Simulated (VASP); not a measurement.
Set up this calculation in VASP 6.6.1, as the native input.

* Task: single point
* Functional: PBEsol
* Potentials or basis: VASP PAW PBE potentials, release 64 (Ga_d, P)
* Cutoff: 520 eV
* k mesh: 10 × 10 × 10
* Occupations: gaussian, width 0.05 eV
* Spin: no spin polarisation
* Dipole correction: no
* Further INCAR settings: ALGO = Normal; EDIFF = 1e-07; NBANDS = 16

The structure of GaP lies in POSCAR:

```
GaP
1.0
    0.0000000000      2.8430633312      2.6239624654
    2.6239624654      0.0000000000      2.6239624654
    2.6239624654      2.8430633312      0.0000000000
Ga P
1 1
Direct
    0.0000000000      0.0000000000      0.0000000000
    0.7500000000      0.7500000000      0.7500000000
```

This cell differs from its parent crystal: volume 19.575 Å^3 an atom, c/a of the conventional cell 1.0835.

The input as run:

INCAR

```
SYSTEM = GaP
PREC = Accurate
ENCUT = 520
EDIFF = 1E-7
ISMEAR = 0
SIGMA = 0.05
LREAL = .FALSE.
LASPH = .TRUE.
NELM = 80
ALGO = Normal
ISIF = 2
LWAVE = .FALSE.
LCHARG = .TRUE.
GGA = PS
LELF = .TRUE.
LVHAR = .TRUE.
NBANDS = 16
```

KPOINTS

```
regular mesh
0
G
  10 10 10
  0 0 0
```

Potentials or basis: VASP PAW PBE potentials, release 64 (Ga_d, P).

Launch:

```bash
$ cat potpaw_PBE.64/Ga_d/POTCAR potpaw_PBE.64/P/POTCAR > POTCAR
$ mpirun -np 1 vasp_std > vasp.out
```

It gave:

```
Pressure               : 2.2 GPa
Band gap on the k mesh : 1.03 eV, indirect (least direct gap 1.79 eV)
```

Caveat: the PAW data sets were made with another functional, which shifts forces and pressure a little.

Wall time 42 s on 1 thread of AMD EPYC 9R45 96-Core Processor (Zen 5), with other jobs on the host, peak memory 0.18 GiB.
